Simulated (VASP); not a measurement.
Input of a VASP 6.6.1 run:

INCAR

```
  PREC = Accurate
  ENCUT = 520
  EDIFF = 1E-7
  ISMEAR = -1
  SIGMA = 0.05
  LREAL = False
  LASPH = True
  NELM = 100
  ALGO = Normal
  ISIF = 2
  LWAVE = False
  LCHARG = False
  GGA = PS
  NBANDS = 25
```

Contents of KPOINTS:

```
Automatic mesh
0
Gamma
  5 5 3
```

The input POSCAR:

```
CS2
1.0
    3.6457880000     -2.9943140000      0.0000000000
    3.6457880000      2.9943140000      0.0000000000
    0.0000000000      0.0000000000     10.2453072800
S C
4 2
Direct
    0.1815210000      0.8184790000      0.8868670000
    0.3184790000      0.6815210000      0.3868670000
    0.6815210000      0.3184790000      0.6131330000
    0.8184790000      0.1815210000      0.1131330000
    0.5000000000      0.5000000000      0.5000000000
    0.0000000000      0.0000000000      0.0000000000
```

Potentials or basis: VASP PAW PBE potentials, release 64 (S, C).

The run is started by

```bash
$ cat potpaw_PBE.64/S/POTCAR potpaw_PBE.64/C/POTCAR > POTCAR
$ mpirun -np 1 vasp_std > vasp.out
```

(1) What does it give for the largest force?

(2) What does it give for the pressure?

Answers

(1) 1.643 eV/Å.

(2) -2.7 GPa.

Caveat: this functional lacks dispersion, which holds the molecules together, so the pressure and a relaxed volume are unreliable; the PAW data sets were made with another functional, which shifts forces and pressure a little.
